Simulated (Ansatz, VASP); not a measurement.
# Zn4SnN: VASP beside Ansatz

```
Zn Sn N
1.0
     3.83709    0.00000    0.00000
     0.00000    3.83709    0.00000
     0.00000    0.00000    6.96178
Zn Sn N
4 1 1
Cartesian
  1.9185 0.0000 4.8287
  0.0000 1.9185 2.1331
  1.9185 0.0000 2.1331
  0.0000 1.9185 4.8287
  0.0000 0.0000 0.0000
  1.9185 1.9185 3.4809
```

Change from the starting cell: species swapped into the KLaF4 type (P4/mmm, No. 123).

Alike in both runs: functional PBE; k mesh 4 × 4 × 4; occupations gaussian, width 0.1 eV; no spin polarisation.

Ansatz relaxed the structure, and its values are those at the end. VASP's run is a single point on that final structure, the one shown.

|  | VASP | Ansatz |
| --- | --- | --- |
| version | VASP 6.6.1 | Ansatz 0.2.0 |
| potentials or method | VASP PAW PBE potentials, release 64 (Zn, Sn_d, N), cutoff 520 eV | scalar-relativistic, plane waves, PAW |
| valence electrons in the cell | 67 | 67 |

```csv
,VASP,Ansatz,Ansatz less VASP
gap on the k mesh at the Fermi level (eV),none,none,-
pressure (GPa),0.1,-0.1,-0.19
rms of the force components (eV/Å),0.004,0.003,-0.0016
```

A gap of «none» marks a metal or a gap that the smearing closes.

The k mesh is coarse, so the values compare programs but aren't converged.
